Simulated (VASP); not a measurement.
# CuO (C2/c) in VASP: a series of runs, part 2 of 2

VASP 6.6.1. Earlier steps stand in the parts before.

## Step 3: Relaxation of cell and atoms, RPBE+D4

File INCAR:

```
PREC = Accurate
ENCUT = 600
EDIFF = 1E-6
ISMEAR = -1
SIGMA = 0.05
LREAL = F
LASPH = T
NELM = 80
ALGO = Normal
ISIF = 3
LWAVE = F
LCHARG = F
GGA = RP
IVDW = 13
IBRION = 2
NSW = 60
EDIFFG = -0.01
```

File KPOINTS:

```
Automatic mesh
0
Gamma
  10 10 5
```

File POSCAR:

```
CuO
1.0
    2.3418500000     -1.7113000000      0.0000000000
    2.3418500000      1.7113000000      0.0000000000
   -0.8500274268      0.0000000000      5.0578693947
Cu O
2 2
Direct
    0.5000000000      0.0000000000      0.5000000000
    0.0000000000      0.5000000000      0.0000000000
    0.4184000000      0.5816000000      0.7500000000
    0.5816000000      0.4184000000      0.2500000000
```

Potentials or basis: VASP PAW PBE potentials, release 64 (Cu, O).

On the command line:

```bash
$ cat potpaw_PBE.64/Cu/POTCAR potpaw_PBE.64/O/POTCAR > POTCAR
$ mpirun -np 1 vasp_std > vasp.out
```

OUTCAR:

```text
PREC = Accurate
   ENCUT = 600
   EDIFF = 1E-6
   ISMEAR = -1
   LREAL = F
   LASPH = T
   NELM = 80
   ISIF = 3
   GGA = RP
   IVDW = 13
   IBRION = 2
   NSW = 60
   EDIFFG = -0.01

 ion  position               nearest neighbor table
   1  0.500  0.000  0.500-   3 1.95   4 1.95   4 1.96   3 1.96
   2  0.000  0.500  0.000-   4 1.95   3 1.95   4 1.96   3 1.96
   3  0.418  0.582  0.750-   2 1.95   1 1.95   2 1.96   1 1.96
   4  0.582  0.418  0.250-   1 1.95   2 1.95   2 1.96   1 1.96

  LATTYP: Found a base centered monoclinic cell.
 ALAT       =     4.6837000000
 B/A-ratio  =     0.7307470589
 C/A-ratio  =     1.0950317057
 COS(beta)  =    -0.1657361228

  Lattice vectors:

 A1 = (   2.3418500000,  -1.7113000000,   0.0000000000)
 A2 = (   2.3418500000,   1.7113000000,   0.0000000000)
 A3 = (  -0.8500274268,   0.0000000000,   5.0578693947)

Analysis of symmetry for initial positions (statically):
=====================================================================
 Subroutine PRICEL returns:
 Original cell was already a primitive cell.

 Routine SETGRP: Setting up the symmetry group for a
 base centered monoclinic supercell.

 Subroutine GETGRP returns: Found  4 space group operations
 (whereof  2 operations were pure point group operations)
 out of a pool of  4 trial point group operations.

The static configuration has the point symmetry S_2 .
 The point group associated with its full space group is C_2h.

Analysis of symmetry for dynamics (positions and initial velocities):
=====================================================================
 Subroutine PRICEL returns:
 Original cell was already a primitive cell.

 Routine SETGRP: Setting up the symmetry group for a
 base centered monoclinic supercell.

 Subroutine GETGRP returns: Found  4 space group operations
 (whereof  2 operations were pure point group operations)
 out of a pool of  4 trial point group operations.

The dynamic configuration has the point symmetry S_2 .
 The point group associated with its full space group is C_2h.

 Subroutine INISYM returns: Found  4 space group operations
 (whereof  2 operations are pure point group operations),
 and found     1 'primitive' translations

----------------------------------------------------------------------------------------

                                     Primitive cell

  volume of cell :      40.5399

  direct lattice vectors                    reciprocal lattice vectors
     2.341850000 -1.711300000  0.000000000     0.213506416 -0.292175539  0.035881968
     2.341850000  1.711300000  0.000000000     0.213506416  0.292175539  0.035881968
    -0.850027427  0.000000000  5.057869395     0.000000000  0.000000000  0.197711709

  length of vectors
     2.900484289  2.900484289  5.128800000     0.363646877  0.363646877  0.197711709

  position of ions in fractional coordinates (direct lattice)
     0.500000000  0.000000000  0.500000000
     0.000000000  0.500000000  0.000000000
     0.418400000  0.581600000  0.750000000
     0.581600000  0.418400000  0.250000000

  ion indices of the primitive-cell ions
   primitive index   ion index
                 1           1
                 2           2
                 3           3
                 4           4

----------------------------------------------------------------------------------------

 KPOINTS: Automatic mesh

Automatic generation of k-mesh.
 Grid dimensions read from file:
 generate k-points for:   10   10    5

 Generating k-lattice:

  Cartesian coordinates                     Fractional coordinates (reciprocal lattice)
     0.021350642 -0.029217554  0.003588197     0.100000000  0.000000000  0.000000000
     0.021350642  0.029217554  0.003588197     0.000000000  0.100000000  0.000000000
     0.000000000  0.000000000  0.039542342     0.000000000  0.000000000  0.200000000

  Length of vectors
     0.036364688  0.036364688  0.039542342

  Shift w.r.t. Gamma in fractional coordinates (k-lattice)
     0.000000000  0.000000000  0.000000000

 Subroutine IBZKPT returns following result:
 ===========================================

 Found    141 irreducible k-points:

 Following reciprocal coordinates:
            Coordinates               Weight
  0.000000  0.000000  0.000000      1.000000
  0.100000 -0.000000  0.000000      4.000000
  0.200000 -0.000000  0.000000      4.000000
  0.300000 -0.000000  0.000000      4.000000
  0.400000 -0.000000  0.000000      4.000000
  0.500000 -0.000000  0.000000      2.000000
[... 16 lines left out ...]
  0.300000  0.300000  0.000000      2.000000
  0.400000  0.300000  0.000000      4.000000
 [... further k-points ...]
   k-points           NKPTS =    141   k-points in BZ     NKDIM =    141   number of bands    NBANDS=     21
   number of dos      NEDOS =    301   number of ions     NIONS =      4
   total plane-waves  NPLWV =  24192
   dimension x,y,z NGX =    24 NGY =   24 NGZ =   42
   dimension x,y,z NGXF=    48 NGYF=   48 NGZF=   84
   ions per type =               2   2
   NGX,Y,Z   is equivalent  to a cutoff of  13.76, 13.76, 13.61 a.u.
   NGXF,Y,Z  is equivalent  to a cutoff of  27.51, 27.51, 27.23 a.u.
 SYSTEM =  unknown system
   PREC   = accura    normal or accurate (medium, high low for compatibility)
   ISTART =      0    job   : 0-new  1-cont  2-samecut
   ICHARG =      2    charge: 1-file 2-atom 10-const
   ISPIN  =      1    spin polarized calculation?
   LNONCOLLINEAR =      F non collinear calculations
   LSORBIT =      F    spin-orbit coupling
   LASPH  =      T    aspherical Exc in radial PAW
   ENCUT  =  600.0 eV  44.10 Ry    6.64 a.u.   5.79  5.79 10.24*2*pi/ulx,y,z
   NELM   =     80;   NELMIN=  2; NELMDL= -5     # of ELM steps
   EDIFF  = 0.1E-05   stopping-criterion for ELM
   LREAL  =      F    real-space projection
   EDIFFG = -.1E-01   stopping-criterion for IOM
   NSW    =     60    number of steps for IOM
   IBRION =      2    ionic relax: 0-MD 1-quasi-New 2-CG
   NFREE  =      1    steps in history (QN), initial steepest desc. (CG)
   ISIF   =      3    stress and relaxation
   ISYM   =      2    0-nonsym 1-usesym 2-fastsym
   POTIM  = 0.5000    time-step for ionic-motion
   TEBEG  =    0.0;   TEEND  =   0.0 temperature during run
   PSTRESS=    0.0 pullay stress
   NELECT =      34.0000    total number of electrons
   NUPDOWN=      -1.0000    fix difference up-down
   EMIN   =  10.00;   EMAX   =-10.00  energy-range for DOS
   EFERMI =   0.00;   METHOD = LEGACY
   ISMEAR =    -1;   SIGMA  =   0.05  broadening in eV -4-tet -1-fermi 0-gaus
   EFERMI_NEDOS =   21; number of points for ismear=-14 and -15
   IALGO  =     38    algorithm
   IMIX   =      4    mixing-type and parameters
     AMIX     =   0.40;   BMIX     =  1.00
     AMIX_MAG =   1.60;   BMIX_MAG =  1.00
  volume/ion in A,a.u.               =      10.13        68.39
  Fermi-wavevector in a.u.,A,eV,Ry     =   1.543856  2.917465 32.429379  2.383492
  Thomas-Fermi vector in A             =   2.649460
   LORBIT       =      0    0 simple, 1 ext, 2 COOP (PROOUT), +10 PAW based schemes
   GGA     = RP    functional components
   LHFCALC =     F    Hartree Fock is set to
   AEXX    =    0.0000 exact exchange contribution
   IVDW    =    13    specifies the selected vdW correction
   LEPSILON=     F    determine dielectric tensor
   LRPA    =     F    only Hartree local field effects (RPA)
 conjugate gradient relaxation of ions
 non-spin polarized calculation
  energy-cutoff  :      600.00
  volume of cell :       40.54
 maximum number of plane-waves:      1364
   NGX = 11   NGY = 11   NGZ = 21

--------------------------------------- Ionic step        1  -------------------------------------------

 number of electron      33.9999983 magnetization

 Free energy of the ion-electron system (eV)
  ---------------------------------------------------
  ext. energy  EPLUGINS =         0.00000000
  ---------------------------------------------------
  free energy    TOTEN  =       -17.74833202 eV

  energy without entropy =      -17.72901076  energy(sigma->0) =      -17.73867139

------------------------ aborting loop because EDIFF is reached ----------------------------------------

  DFT-D4 for vdW energy calculation

  Edisp (eV):   -2.74782
[... 111 lines left out ...]
  FREE ENERGIE OF THE ION-ELECTRON SYSTEM (eV)
  ---------------------------------------------------
  free  energy   TOTEN  =       -20.5039513571 eV

  energy  without entropy=      -20.4846667871  energy(sigma->0) =      -20.49430907

[... ionic steps 4 to 31 ...]

--------------------------------------- Ionic step       32  -------------------------------------------

 number of electron      33.9999993 magnetization

------------------------ aborting loop because EDIFF is reached ----------------------------------------
[... 79 lines left out ...]
--------------------------------------- Ionic step       34  -------------------------------------------

 number of electron      33.9999993 magnetization

 Free energy of the ion-electron system (eV)
  ---------------------------------------------------
  ext. energy  EPLUGINS =         0.00000000
  ---------------------------------------------------
  free energy    TOTEN  =       -17.91367590 eV

  energy without entropy =      -17.89378653  energy(sigma->0) =      -17.90373122

 E-fermi :   5.3864     XC(G=0): -11.3273

 val. band max:        5.3778531124   @ k =   0.4000   0.2000   0.4000
 cond. band min:       5.3968103453   @ k =  -0.4000   0.1000   0.2000
 fundamental gap:      0.0189572329
 Fermi energy:         5.3863622110

 k-point     1 :       0.0000    0.0000    0.0000
  band No.  band energies     occupation
      1     -14.5568      2.00000
      2     -13.2934      2.00000
      3      -2.7270      2.00000
      4      -0.1281      2.00000
      5       0.1282      2.00000
      6       1.7744      2.00000
[... 565 lines left out ...]
     20      11.3852      0.00000
     21      14.4387      0.00000

 [... further k-points ...]

------------------------ aborting loop because EDIFF is reached ----------------------------------------

  DFT-D4 for vdW energy calculation

  Edisp (eV):   -2.60507
[... 27 lines left out ...]
  FREE ENERGIE OF THE ION-ELECTRON SYSTEM (eV)
  ---------------------------------------------------
  free  energy   TOTEN  =       -20.5187506178 eV

  energy  without entropy=      -20.4988612488  energy(sigma->0) =      -20.50880593

 reached required accuracy - stopping structural energy minimisation
```

OSZICAR:

```text
N       E                     dE             d eps       ncg     rms          rms(c)
DAV:   1     0.324253876120E+03    0.32425E+03   -0.18645E+04  6114   0.288E+03
[... 307 lines left out ...]
       N       E                     dE             d eps       ncg     rms          rms(c)
DAV:   1    -0.179137821480E+02    0.11827E-02   -0.19263E-02  8491   0.157E+00    0.971E-02
DAV:   2    -0.179137144492E+02    0.67699E-04   -0.12713E-03  7944   0.955E-01    0.367E-02
DAV:   3    -0.179136841837E+02    0.30266E-04   -0.16599E-04  8826   0.502E-01    0.242E-02
DAV:   4    -0.179136776461E+02    0.65376E-05   -0.22961E-05  9356   0.123E-01    0.983E-03
DAV:   5    -0.179136756964E+02    0.19497E-05   -0.24721E-06  4983   0.427E-02    0.280E-03
DAV:   6    -0.179136759013E+02   -0.20490E-06   -0.39790E-06  5441   0.252E-02
  34 F= -.20518751E+02 E0= -.20508806E+02  d E =-.164579E-04
```

CONTCAR:

```text
CuO
   1.00000000000000
     2.2181017233862437   -1.8760210293251014    0.0471094614074878
     2.2181017233862437    1.8760210293251014    0.0471094614074878
    -0.6980998627310822    0.0000000000000000    5.1293776375091431
  Cu              O
     2     2
Direct
     0.5000000000000000    0.0000000000000000    0.5000000000000000
     0.0000000000000000    0.5000000000000000    0.0000000000000000
     0.4590063826953514    0.5409936173046485    0.7500000000000000
     0.5409936173046485    0.4590063826953514    0.2500000000000000

  0.00000000E+00  0.00000000E+00  0.00000000E+00
  0.00000000E+00  0.00000000E+00  0.00000000E+00
  0.00000000E+00  0.00000000E+00  0.00000000E+00
  0.00000000E+00  0.00000000E+00  0.00000000E+00
```

Run time: 50 min. Hardware: 1 thread of Oxide Virtual Turin-like, shared host; peak memory 0.24 GiB.

What came out:

- Free energy: -20.5188 eV
- Relaxed volume: 10.70 Å³/atom
- Relaxed cell: a = 2.905 Å, b = 2.905 Å, c = 5.177 Å, α = 94.98°, β = 94.98°, γ = 80.43°
- Space group after relaxing (to 0.1 Å): C2/c (No. 15)
- Energy gained by relaxing: 5.6 meV/atom
- Ionic steps: 34
- Pressure after relaxing: 0.0 GPa
- Largest force after relaxing: 0.004 eV/Å
- Band gap on the k mesh: zero (bands 17 and 18 overlap by 0.77 eV)
- Dispersion energy per atom: -0.651 eV

Forces in eV/Å, atoms in the order of the input:
```
Cu   0.000  0.000  0.000
Cu   0.000  0.000  0.000
O    0.000 -0.004  0.000
O    0.000  0.004  0.000
```

The path:
| step | energy change (eV) | largest force (eV/Å) | pressure (GPa) | volume (Å³) |
| --- | --- | --- | --- | --- |
| 1 | 0.0000 | 0.1393 | 2.35 | 40.54 |
| 2 | -0.0072 | 0.1217 | -1.36 | 41.42 |
| 3 | -0.0078 | 0.1263 | -0.57 | 41.23 |
| 4 | -0.0100 | 0.0608 | -0.17 | 41.16 |
| 5 | -0.0103 | 0.0027 | 0.27 | 41.10 |
| 6 | -0.0104 | 0.0184 | 0.28 | 41.11 |
| 7 | -0.0112 | 0.0149 | 0.06 | 41.21 |
| 8 | -0.0131 | 0.0077 | -0.38 | 41.48 |
| 9 | -0.0144 | 0.0105 | -1.24 | 42.01 |
| 10 | -0.0147 | 0.0133 | -1.14 | 42.02 |
| 11 | -0.0156 | 0.0179 | -0.91 | 42.03 |
| 12 | -0.0170 | 0.0296 | -0.55 | 42.05 |
| 13 | -0.0182 | 0.0504 | 0.33 | 42.09 |
| 14 | -0.0189 | 0.0342 | 0.16 | 42.14 |
| 15 | -0.0198 | 0.0066 | 0.10 | 42.24 |
| 16 | -0.0205 | 0.0474 | -0.21 | 42.42 |
| 17 | -0.0208 | 0.0422 | -0.22 | 42.40 |
| 18 | -0.0211 | 0.0334 | 0.02 | 42.36 |
| 19 | -0.0209 | 0.0168 | 0.65 | 42.28 |
| 20 | -0.0212 | 0.0284 | 0.25 | 42.34 |
| 21 | -0.0214 | 0.0188 | 0.03 | 42.43 |
| 22 | -0.0214 | 0.0124 | -0.14 | 42.49 |
| 23 | -0.0216 | 0.0005 | 0.00 | 42.51 |
| 24 | -0.0217 | 0.0298 | 0.18 | 42.57 |
| 25 | -0.0219 | 0.0272 | 0.21 | 42.62 |
| 26 | -0.0221 | 0.0200 | -0.02 | 42.75 |
| 27 | -0.0221 | 0.0062 | -0.37 | 43.01 |
| 28 | -0.0222 | 0.0139 | -0.13 | 42.87 |
| 29 | -0.0224 | 0.0031 | -0.12 | 42.85 |
| 30 | -0.0225 | 0.0142 | 0.06 | 42.81 |
| 31 | -0.0226 | 0.0136 | 0.05 | 42.83 |
| 32 | -0.0226 | 0.0125 | -0.08 | 42.84 |
| 33 | -0.0226 | 0.0131 | -0.06 | 42.84 |
| 34 | -0.0226 | 0.0044 | -0.01 | 42.81 |

Final structure:
```
Cu O
1.0
     2.21810   -1.87602    0.04711
     2.21810    1.87602    0.04711
    -0.69810    0.00000    5.12938
Cu O
2 2
Direct
  0.50000 0.00000 0.50000
  0.00000 0.50000 0.00000
  0.45901 0.54099 0.75000
  0.54099 0.45901 0.25000
```

Caveat: the PAW data sets were made with another functional, which shifts forces and pressure a little; semilocal functionals often make such compounds metallic where correlation or magnetic order opens a gap, which also shifts bond lengths. With open d or f shells a metallic result of RPBE can be an artefact of self-interaction; +U or a hybrid may open a gap.
